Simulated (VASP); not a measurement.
# AlN (P6_3mc) in VASP: G0W0 quasiparticle levels with PBE

Aim: the G0W0 quasiparticle levels of AlN with PBE.

All numbers are computed with VASP 6.6.1; they aren't measurements. Logs are shortened: lines on timing, memory, paths and dates and some standing lists are left out, and cuts for length are marked.

## 1. The cell of the first run

Symmetry: P6_3mc, No. 186, hexagonal system. The conventional cell has a = 3.107 Å, b = 3.107 Å, c = 4.779 Å, α = 90.00°, β = 90.00°, γ = 120.00°. Al (site symmetry 3m) has 4 N at 1.87 Å within 2.5 Å. Within 2.5 Å of N (site symmetry 3m) lie 4 Al at 1.87 Å.

## 2. G0W0 quasiparticle levels, PBE

Contents of POSCAR:

```
AlN
1.0
    3.1066937602      0.0000000000      0.0000000000
   -1.5533468801      2.6904757181      0.0000000000
    0.0000000000      0.0000000000      4.7794478898
Al N
2 2
Direct
    0.3333333333      0.6666666667     -0.0079139679
    0.6666666667      0.3333333333      0.4920860321
    0.3333333333      0.6666666667      0.3829139679
    0.6666666667      0.3333333333      0.8829139679
```

Contents of INCAR.step1:

```
SYSTEM = AlN
PREC = Accurate
ENCUT = 500
EDIFF = 1E-8
ISMEAR = 0
SIGMA = 0.01
LREAL = .FALSE.
LASPH = .TRUE.
NELM = 80
ALGO = Normal
LWAVE = .TRUE.
LCHARG = .FALSE.
GGA = PE
```

Contents of INCAR.step2:

```
SYSTEM = AlN
PREC = Accurate
ENCUT = 500
EDIFF = 1E-8
ISMEAR = 0
SIGMA = 0.01
LREAL = .FALSE.
LASPH = .TRUE.
NELM = 1
ALGO = Exact
LWAVE = .TRUE.
LCHARG = .FALSE.
GGA = PE
NBANDS = 174
LOPTICS = .TRUE.
ISTART = 1
```

Contents of INCAR.step3:

```
SYSTEM = AlN
PREC = Accurate
ENCUT = 500
EDIFF = 1E-8
ISMEAR = 0
SIGMA = 0.01
LREAL = .FALSE.
LASPH = .TRUE.
ALGO = EVGW0
LWAVE = .FALSE.
LCHARG = .FALSE.
GGA = PE
NELMGW = 1
NBANDS = 174
ENCUTGW = 150.0
NOMEGA = 96
PRECFOCK = Fast
ISTART = 1
NBANDSGW = 16
OMEGAMAX = 20
```

Contents of KPOINTS:

```
regular mesh
0
G
  6 6 4
  0 0 0
```

Potentials or basis: VASP PAW PBE potentials, release 64 (Al_GW, N_GW).

Launch:

```console
cat potpaw_PBE.64/Al_GW/POTCAR potpaw_PBE.64/N_GW/POTCAR > POTCAR
cp INCAR.step1 INCAR
mpirun -np 1 vasp_std > vasp.out
cp INCAR.step2 INCAR
mpirun -np 1 vasp_std > vasp.out
cp INCAR.step3 INCAR
mpirun -np 1 vasp_std > vasp.out
```

OUTCAR:

```text
SYSTEM = AlN
   PREC = Accurate
   ENCUT = 500
   EDIFF = 1E-8
   ISMEAR = 0
   LREAL = .FALSE.
   LASPH = .TRUE.
   GGA = PE
   NELMGW = 1
   ENCUTGW = 150.0
   PRECFOCK = Fast
   ISTART = 1

 ion  position               nearest neighbor table
   1  0.333  0.667  0.992-   3 1.87   4 1.87   4 1.87   4 1.87
   2  0.667  0.333  0.492-   4 1.87   3 1.87   3 1.87   3 1.87
   3  0.333  0.667  0.383-   1 1.87   2 1.87   2 1.87   2 1.87
   4  0.667  0.333  0.883-   2 1.87   1 1.87   1 1.87   1 1.87

  LATTYP: Found a hexagonal cell.
 ALAT       =     3.1066937602
 C/A-ratio  =     1.5384354747

  Lattice vectors:

 A1 = (   3.1066937602,   0.0000000000,   0.0000000000)
 A2 = (  -1.5533468801,   2.6904757181,   0.0000000000)
 A3 = (   0.0000000000,   0.0000000000,   4.7794478898)

Analysis of symmetry for initial positions (statically):
=====================================================================
 Subroutine PRICEL returns:
 Original cell was already a primitive cell.

 Routine SETGRP: Setting up the symmetry group for a
 hexagonal supercell.

 Subroutine GETGRP returns: Found 12 space group operations
 (whereof  6 operations were pure point group operations)
 out of a pool of 24 trial point group operations.

The static configuration has the point symmetry C_3v.
 The point group associated with its full space group is C_6v.

Analysis of symmetry for dynamics (positions and initial velocities):
=====================================================================
 Subroutine PRICEL returns:
 Original cell was already a primitive cell.

 Routine SETGRP: Setting up the symmetry group for a
 hexagonal supercell.

 Subroutine GETGRP returns: Found 12 space group operations
 (whereof  6 operations were pure point group operations)
 out of a pool of 24 trial point group operations.

The dynamic configuration has the point symmetry C_3v.
 The point group associated with its full space group is C_6v.

 Subroutine INISYM returns: Found 12 space group operations
 (whereof  6 operations are pure point group operations),
 and found     1 'primitive' translations

----------------------------------------------------------------------------------------

                                     Primitive cell

  volume of cell :      39.9489

  direct lattice vectors                    reciprocal lattice vectors
     3.106693760  0.000000000  0.000000000     0.321885605  0.185840741  0.000000000
    -1.553346880  2.690475718  0.000000000     0.000000000  0.371681481  0.000000000
     0.000000000  0.000000000  4.779447890     0.000000000  0.000000000  0.209229188

  length of vectors
     3.106693760  3.106693760  4.779447890     0.371681481  0.371681481  0.209229188

  position of ions in fractional coordinates (direct lattice)
     0.333333333  0.666666667  0.992086032
     0.666666667  0.333333333  0.492086032
     0.333333333  0.666666667  0.382913968
     0.666666667  0.333333333  0.882913968

  ion indices of the primitive-cell ions
   primitive index   ion index
                 1           1
                 2           2
                 3           3
                 4           4

----------------------------------------------------------------------------------------

 KPOINTS: regular mesh

Automatic generation of k-mesh.
 Grid dimensions read from file:
 generate k-points for:    6    6    4

 Generating k-lattice:

  Cartesian coordinates                     Fractional coordinates (reciprocal lattice)
     0.053647601  0.030973457  0.000000000     0.166666667  0.000000000  0.000000000
     0.000000000  0.061946914  0.000000000     0.000000000  0.166666667  0.000000000
     0.000000000  0.000000000  0.052307297     0.000000000  0.000000000  0.250000000

  Length of vectors
     0.061946914  0.061946914  0.052307297

  Shift w.r.t. Gamma in fractional coordinates (k-lattice)
     0.000000000  0.000000000  0.000000000

 Subroutine IBZKPT returns following result:
 ===========================================

 Found     21 irreducible k-points:

 Following reciprocal coordinates:
            Coordinates               Weight
  0.000000  0.000000  0.000000      1.000000
  0.166667  0.000000  0.000000      6.000000
  0.333333  0.000000  0.000000      6.000000
  0.500000  0.000000  0.000000      3.000000
  0.166667  0.166667  0.000000      6.000000
  0.333333  0.166667  0.000000     12.000000
[... 13 lines left out ...]
  0.333333  0.166667  0.500000     12.000000
  0.333333  0.333333  0.500000      2.000000
   k-points           NKPTS =     21   k-points in BZ     NKDIM =    144   number of bands    NBANDS=    174
   number of dos      NEDOS =    301   number of ions     NIONS =      4
   total plane-waves  NPLWV =  20736
   dimension x,y,z NGX =    24 NGY =   24 NGZ =   36
   dimension x,y,z NGXF=    48 NGYF=   48 NGZF=   72
   ions per type =               2   2
   NGX,Y,Z   is equivalent  to a cutoff of  12.84, 12.84, 12.52 a.u.
   NGXF,Y,Z  is equivalent  to a cutoff of  25.69, 25.69, 25.04 a.u.
 SYSTEM =  AlN
   PREC   = accura    normal or accurate (medium, high low for compatibility)
   ISTART =      1    job   : 0-new  1-cont  2-samecut
   ICHARG =      0    charge: 1-file 2-atom 10-const
   ISPIN  =      1    spin polarized calculation?
   LNONCOLLINEAR =      F non collinear calculations
   LSORBIT =      F    spin-orbit coupling
   LASPH  =      T    aspherical Exc in radial PAW
   ENCUT  =  500.0 eV  36.75 Ry    6.06 a.u.   5.66  5.66  8.71*2*pi/ulx,y,z
   NELM   =     60;   NELMIN=  2; NELMDL=  0     # of ELM steps
   EDIFF  = 0.1E-07   stopping-criterion for ELM
   LREAL  =      F    real-space projection
   EDIFFG = 0.1E-06   stopping-criterion for IOM
   NSW    =      0    number of steps for IOM
   IBRION =     -1    ionic relax: 0-MD 1-quasi-New 2-CG
   NFREE  =      0    steps in history (QN), initial steepest desc. (CG)
   ISIF   =      0    stress and relaxation
   ISYM   =      3    0-nonsym 1-usesym 2-fastsym
   POTIM  = 0.5000    time-step for ionic-motion
   TEBEG  =    0.0;   TEEND  =   0.0 temperature during run
   PSTRESS=    0.0 pullay stress
   NELECT =      16.0000    total number of electrons
   NUPDOWN=      -1.0000    fix difference up-down
   EMIN   =  10.00;   EMAX   =-10.00  energy-range for DOS
   EFERMI =   0.00;   METHOD = LEGACY
   ISMEAR =     0;   SIGMA  =   0.01  broadening in eV -4-tet -1-fermi 0-gaus
   EFERMI_NEDOS =   21; number of points for ismear=-14 and -15
   IALGO  =     38    algorithm
   IMIX   =      4    mixing-type and parameters
     AMIX     =   0.40;   BMIX     =  1.00
     AMIX_MAG =   1.60;   BMIX_MAG =  1.00
  volume/ion in A,a.u.               =       9.99        67.40
  Fermi-wavevector in a.u.,A,eV,Ry     =   1.206738  2.280405 19.813037  1.456217
  Thomas-Fermi vector in A             =   2.342397
   LORBIT       =      0    0 simple, 1 ext, 2 COOP (PROOUT), +10 PAW based schemes
   GGA     = PE    functional components
   LHFCALC =     T    Hartree Fock is set to
   PRECFOCK=fast      Normal, Fast or Accurate (Low or Medium for compatibility)
   ENCUT4O =  -1.0   cutoff for four orbital integrals eV
   NKREDX  =     1    reduce k-point grid by
   NKREDY  =     1    reduce k-point grid by
   NKREDZ  =     1    reduce k-point grid by
   AEXX    =    1.0000 exact exchange contribution
   HFSCREEN=    0.0000 screening length (either q_TF or 0.3 A-1)
   HFSCREENC=   0.0000 screening length for correlation (either q_TF or 0.3 A-1)
   ENCUTFOCK=  -1.0 apply spherical cutoff to Coloumb kernel
   IVDW    =     0    specifies the selected vdW correction
   LEPSILON=     F    determine dielectric tensor
   LRPA    =     F    only Hartree local field effects (RPA)
   LRPAFORCE           =     F    calculate RPA forces
   ENCUTGW             = 150.0    cutoff for response function in eV
   ENCUTGWSOFT         = 120.0    soft cutoff for Coulomb kernel in GW response function in eV
   ENCUTLF             =  -1.0    cutoff for local field effects
   NELMGW              =     1    number of iterations in solving QP/BSE equation
   NELMHF              =     1    number of iterations in the inner HF iteration
   NKREDLFX            =     1    NKREDLFY  =   1   NKREDLFZ  =   1
 non-spin polarized calculation
 Gauss-broadening in eV      SIGMA  =   0.01
  energy-cutoff  :      500.00
  volume of cell :       39.95
 maximum number of plane-waves:      1028
 NGX is ok and might be reduce to    24
  NGX = 14; NGY = 14; NGZ = 24
   NGX = 11   NGY = 11   NGZ = 17
 maximum number of plane-waves:       174
 NGX is ok and might be reduce to    14

 QP shifts <psi_nk| G(iteration)W_0 |psi_nk>: iteration 1
 for sc-GW calculations column KS-energies equals QP-energies in previous step
 and V_xc(KS)=  KS-energies - (<T + V_ion + V_H > + <T+V_H+V_ion>^1  + <V_x>^1)

 k-point   1 :       0.0000    0.0000    0.0000
  band No.  KS-energies  QP-energies   sigma(KS)   V_xc(KS)     V^pw_x(r,r')   Z            occupation Imag(sigma)

      1      -9.9437     -11.5256     -16.9984     -14.8343     -24.8999       0.7310       2.0000       1.1834
      2      -7.4724      -8.8890     -18.4410     -16.5000     -26.0373       0.7298       2.0000       0.9154
      3      -0.5250      -1.8496     -14.7156     -12.8894     -18.8780       0.7253       2.0000       0.1146
      4       4.4257       3.4019     -17.6316     -16.3169     -20.7195       0.7787       2.0000       0.0395
      5       4.4257       3.4019     -17.6316     -16.3169     -20.7195       0.7787       2.0000       0.0395
      6       5.2109       4.2862     -18.0007     -16.8214     -20.9163       0.7842       2.0000       0.0355
[... 8 lines left out ...]
     15      18.8343      19.8666      -9.3712     -10.6617      -4.1455       0.7999       0.0000      -0.1000
     16      19.8708      20.8082      -9.2803     -10.4431      -4.2127       0.8062       0.0000      -0.0997

 k-point   2 :       0.1667    0.0000    0.0000
  band No.  KS-energies  QP-energies   sigma(KS)   V_xc(KS)     V^pw_x(r,r')   Z            occupation Imag(sigma)

      1      -9.5901     -11.1476     -17.1351     -15.0084     -24.9851       0.7324       2.0000       1.1450
      2      -7.3016      -8.7204     -18.5661     -16.6397     -26.1392       0.7365       2.0000       0.9016
      3      -0.1112      -1.4368     -14.8545     -13.0476     -18.8849       0.7337       2.0000       0.1001
      4       3.0361       1.8727     -16.5071     -15.0035     -19.7363       0.7738       2.0000       0.0485
      5       3.9784       2.9393     -17.1136     -15.7797     -20.1271       0.7790       2.0000       0.0409
      6       4.0217       2.9424     -17.3047     -15.9165     -20.4446       0.7775       2.0000       0.0415
[... 8 lines left out ...]
     15      18.4059      19.4634     -10.2282     -11.5753      -4.8714       0.7850       0.0000      -0.1057
     16      18.4537      19.3247      -9.0401     -10.1241      -3.9159       0.8036       0.0000      -0.1049
[... 348 lines left out ...]
      5       2.7397       1.5234     -16.1344     -14.5600     -19.3886       0.7725       2.0000       0.0505
      6       2.7397       1.5234     -16.1344     -14.5600     -19.3886       0.7725       2.0000       0.0505
[... 8 lines left out ...]
     15      19.3288      20.3559     -10.3642     -11.6726      -4.8543       0.7850       0.0000      -0.1403
     16      19.3288      20.3559     -10.3642     -11.6726      -4.8543       0.7850       0.0000      -0.1403

 k-point  21 :       0.3333    0.3333    0.5000
  band No.  KS-energies  QP-energies   sigma(KS)   V_xc(KS)     V^pw_x(r,r')   Z            occupation Imag(sigma)

      1      -7.2596      -8.6807     -18.6658     -16.7518     -26.2455       0.7425       2.0000       0.9029
      2      -7.2596      -8.6807     -18.6658     -16.7518     -26.2455       0.7425       2.0000       0.9029
      3       0.4634      -0.8398     -15.3270     -13.5750     -19.1896       0.7439       2.0000       0.0837
      4       0.4634      -0.8398     -15.3270     -13.5750     -19.1896       0.7439       2.0000       0.0837
      5       1.4995       0.1676     -15.2513     -13.5089     -18.6916       0.7644       2.0000       0.0624
      6       1.4995       0.1676     -15.2513     -13.5089     -18.6916       0.7644       2.0000       0.0624
[... 8 lines left out ...]
     15      19.6150      20.4073      -9.0835     -10.0724      -3.8213       0.8012       0.0000      -0.1400
     16      19.6150      20.4073      -9.0835     -10.0724      -3.8213       0.8012       0.0000      -0.1400
```

It took 10 min on 1 thread of Intel Xeon 6975P-C (Granite Rapids), shared host; peak memory 0.79 GiB.

Results:

```
Quasiparticle gap                                   : 5.98 eV
Least direct quasiparticle gap                      : 5.98 eV
Band gap of the starting levels on the mesh         : 4.34 eV
Least direct gap of the starting levels on the mesh : 4.34 eV
```

Caveat: the k points lie up to 0.39 Å⁻¹ apart; bands, screening cutoff and mesh are small and nothing is extrapolated, so the quasiparticle values aren't converged.
